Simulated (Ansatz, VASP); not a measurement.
One calculation of MnS, two programs

```
Mn S
1.0
     0.00000    2.60450    2.60450
     2.60450    0.00000    2.60450
     2.60450    2.60450    0.00000
Mn S
1 1
Direct
  0.00000 0.00000 0.00000
  0.50000 0.50000 0.50000
```

Alike in both runs: task relaxation of cell and atoms; functional LDA; k mesh 9 × 9 × 9; occupations fermi-dirac, width 0.05 eV; collinear spin; Hubbard terms Mn d U = 4.0 eV.

|  | VASP | Ansatz |
| --- | --- | --- |
| version | VASP 6.6.1 | Ansatz 0.2.0 |
| potentials or method | VASP PAW LDA potentials, release 64 (Mn_pv, S) | Ansatz PAW |
| plane-wave cutoff (eV) | 600 | 420 |
| valence electrons in the cell | 19 | 21 |

Ansatz gave:

| Item | Value |
| --- | --- |
| net moment per atom (μB) | 2.50 |
| size of the moment on the site where the two differ most (μB) | 4.45 |
| relaxed volume (Å³/atom) | 17.29 |
| relaxed cell length with the largest relative difference (Å) | 3.657 |

Q: Estimate VASP's values.

A: net moment per atom (μB): 2.49; size of the moment on the site where the two differ most (μB): 4.53; relaxed volume (Å³/atom): 17.08; relaxed cell length with the largest relative difference (Å): 3.642.

LDA's correlation is that of Perdew and Zunger in VASP and of Perdew and Wang (1992) in Ansatz. Site moments also hang on the region over which each program counts them. The programs project onto different local orbitals, so the same U acts differently, and such runs can settle in different states. VASP's potentials hold 19 valence electrons a cell and Ansatz's 21, so a difference there can come from the potentials and not from the codes.

Noted on Ansatz's run: the magnetic or orbital state may not be the lowest; odd divisions of the mesh miss points on the zone boundary, where band edges often lie, so the gap on the mesh can be too wide; the plane-wave basis is chosen anew once the cell has moved, so the energies of steps on either side of that aren't comparable.
